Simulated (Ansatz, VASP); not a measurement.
This is a calculation of CoNiO2 for VASP 6.6.1.

The input INCAR:

```
PREC     = Accurate       # precision mode
ENCUT    = 520            # plane-wave cutoff, eV
EDIFF    = 1E-7           # SCF threshold, eV
ISMEAR   = -1             # smearing method
SIGMA    = 0.05           # smearing width, eV
LREAL    = F              # projectors in reciprocal space
LASPH    = T              # aspherical terms in the spheres
NELM     = 150            # most SCF steps
ALGO     = Normal         # electronic algorithm
ISIF     = 2              # what is computed and relaxed
LWAVE    = F              # write WAVECAR
LCHARG   = T              # write CHGCAR
ISPIN    = 2              # spin polarisation
MAGMOM   = 1 2 0 0        # initial moments
LORBIT   = 11             # projections on sites
LMAXMIX  = 4              # l up to which the mixer works
GGA      = PS             # functional
LELF     = T              # ELF
LVHAR    = T            
NBANDS   = 28             # bands
```

File KPOINTS:

```
Automatic mesh
0
Gamma
  9 9 6
```

The input POSCAR:

```
CoNiO2
1.0
    3.0342960520      0.0000000000      0.0000000000
    0.0000000000      3.0342960520      0.0000000000
    0.0000000000      0.0000000000      4.2502479672
Ni Co O
1 1 2
Direct
    0.0000000000      0.0000000000      0.0000000000
    0.5000000000      0.5000000000      0.5000000000
    0.0000000000      0.0000000000      0.5000000000
    0.5000000000      0.5000000000      0.0000000000
```

Potentials or basis: VASP PAW PBE potentials, release 64 (Ni, Co, O).

Command:

```sh
$ cat potpaw_PBE.64/Ni/POTCAR potpaw_PBE.64/Co/POTCAR potpaw_PBE.64/O/POTCAR > POTCAR
$ mpirun -np 1 vasp_std > vasp.out
```

Q: Set up the same calculation for Ansatz 0.2.0. Potentials there: Ansatz PAW.

A: As run (the cutoff follows the program's own potentials):

input.yaml

```yaml
crystal:
  lattice:
    - [3.034296052, 0.0, 0.0]
    - [0.0, 3.034296052, 0.0]
    - [0.0, 0.0, 4.2502479672]
  atoms:
    - { symbol: Ni, position: [0.0, 0.0, 0.0], spin: 1.0 }
    - { symbol: Co, position: [0.5, 0.5, 0.5], spin: 2.0 }
    - { symbol: O, position: [0.0, 0.0, 0.5] }
    - { symbol: O, position: [0.5, 0.5, 0.0] }
hamiltonian:
  xc: pbesol
  pseudopotentials: { kind: paw }
magnetization:
  spin_polarized: true
kpoints:
  mp_grid: { grid: [9, 9, 6] }
scf:
  occupations: { method: fermi_dirac, width: 0.05 }
output:
  forces: true
  stress: true
  eigenvalues: true
```

Potentials or basis: Ansatz PAW.

Launch:

```bash
$ ansatz run input.yaml --threads 1 --pin off --max-ram 3584MiB --backend cpu --events-out ev --progress --plain --runs-dir out
```

Both were run:

|  | VASP | Ansatz | Ansatz less VASP |
| --- | --- | --- | --- |
| gap on the k mesh at the Fermi level (eV) | none | none | - |
| pressure (GPa) | -15.0 | -14.6 | +0.37 |
| traceless stress, the component that is largest in VASP (GPa) | 0.89 | 0.93 | +0.037 |
| net moment per atom (μB) | 1.14 | 1.16 | +0.015 |
| size of the moment on the site where the two differ most (μB) | 2.53 | 2.47 | -0.065 |

VASP's potentials were made for PBE, not for PBEsol. Site moments also hang on the region over which each program counts them. A gap of «none» marks a metal or a gap that the smearing closes. The functional is the same, so the differences come from potentials, cutoffs and numerics. VASP's potentials hold 31 valence electrons a cell and Ansatz's 47, so a difference there can come from the potentials and not from the codes.
